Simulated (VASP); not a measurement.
Crystal: Zn2GeN3.

```
Zn Ge N
1.0
     3.37567    0.00000    0.00000
    -1.68784    2.92342    0.00000
     0.00000    0.00000    8.37637
Zn Ge N
2 1 3
Direct
  0.33333 0.66667 0.82714
  0.66667 0.33333 0.17286
  0.00000 0.00000 0.50000
  0.33333 0.66667 0.34809
  0.66667 0.33333 0.65191
  0.00000 0.00000 0.00000
```

The cell was generated, and may not be a known phase.

- Program: VASP 6.6.1
- Task: relaxation of cell and atoms
- Functional: PBE
- Potentials or basis: VASP PAW PBE potentials, release 64 (Zn, Ge_d, N)
- Cutoff: 600 eV
- k mesh: 6 × 6 × 2
- Occupations: gaussian, width 0.1 eV
- Spin: no spin polarisation

At the start: pressure -27.4 GPa; volume 13.78 Å³/atom.

Q: Where does the relaxation end?

A: Over 8 steps the energy falls by 495.8 meV/atom and the volume is 10.00 Å³/atom (-27.4 %); space group P-3m1 (No. 164, to 0.1 Å) before and after.

The path:
```tsv
step	energy change (eV)	largest force (eV/Å)	pressure (GPa)	volume (Å³)
1	0.0000	0.9304	-27.40	82.66
2	-2.8530	0.9069	7.29	57.55
3	-2.8878	0.9404	1.12	59.31
4	-2.9652	0.2721	1.61	59.32
5	-2.9690	0.0961	1.94	59.33
6	-2.9724	0.0674	-1.29	60.40
7	-2.9740	0.0781	-0.23	60.01
8	-2.9748	0.0364	-0.11	59.98
```

Final structure:
```cif
data_structure
_symmetry_space_group_name_H-M 'P 1'
_symmetry_Int_Tables_number 1
_cell_length_a 3.0002
_cell_length_b 3.0002
_cell_length_c 7.6937
_cell_angle_alpha 90.000
_cell_angle_beta 90.000
_cell_angle_gamma 120.000
_cell_volume 59.98
loop_
_atom_site_label
_atom_site_type_symbol
_atom_site_fract_x
_atom_site_fract_y
_atom_site_fract_z
_atom_site_occupancy
Zn1 Zn 0.33333 0.66667 0.83976 1
Zn2 Zn 0.66667 0.33333 0.16024 1
Ge1 Ge 0.00000 0.00000 0.50000 1
N1 N 0.33333 0.66667 0.35664 1
N2 N 0.66667 0.33333 0.64336 1
N3 N 0.00000 0.00000 0.00000 1
```

Caveat: the k points lie up to 0.41 Å⁻¹ apart in the final cell, too coarse for converged energies and pressures of a metal; the volume moved by over 15 % at a fixed basis, so the end points are rough.
